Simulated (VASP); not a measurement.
## SiMo3: single point with LDA

The system is SiMo3.

```xyz
8
Lattice="4.8340 0.0000 0.0000 0.0000 4.8340 0.0000 0.0000 0.0000 4.8340" Properties=species:S:1:pos:R:3 pbc="T T T"
Mo    0.0000    2.4170    1.2085
Mo    0.0000    2.4170    3.6255
Mo    2.4170    1.2085    0.0000
Mo    3.6255    0.0000    2.4170
Mo    2.4170    3.6255    0.0000
Mo    1.2085    0.0000    2.4170
Si    2.4170    2.4170    2.4170
Si    0.0000    0.0000    0.0000
```

```json
{"Program": "VASP 6.6.1", "Task": "single point", "Functional": "LDA", "Potentials or basis": "VASP PAW LDA potentials, release 64 (Mo_sv, Si)", "Cutoff": "520 eV", "k mesh": "6 × 6 × 6", "Occupations": "fermi-dirac, width 0.05 eV", "Spin": "no spin polarisation", "Dipole correction": "no", "Further INCAR settings": "ALGO = Fast; EDIFF = 1e-06; NBANDS = 56"}
```

```
Pressure               : 1.1 GPa
Band gap on the k mesh : zero (bands 46 and 47 overlap by 2.48 eV)
```

Levels at points of the mesh, in eV from the Fermi level:
| k point | band 43 | band 44 | band 45 | band 46 | band 47 | band 48 | band 49 | band 50 |
| --- | --- | --- | --- | --- | --- | --- | --- | --- |
| (0.00, 0.00, 0.00) | -1.65 | -1.65 | 1.28 | 1.28 | 1.28 | 2.17 | 2.47 | 2.48 |
| (0.50, 0.00, 0.00) | -1.75 | -1.75 | 0.28 | 0.28 | 0.93 | 0.93 | 1.55 | 1.55 |
| (0.50, 0.50, 0.00) | -1.21 | -0.89 | -0.89 | -0.76 | -0.75 | -0.58 | -0.09 | 0.27 |
| (0.50, 0.50, 0.50) | -1.20 | -1.20 | -1.20 | -1.20 | -1.20 | -1.20 | 1.30 | 1.30 |

Wall time 100 s on 1 thread of AMD EPYC 9R14 (Zen 4) (shared host), peak memory 0.2 GiB.
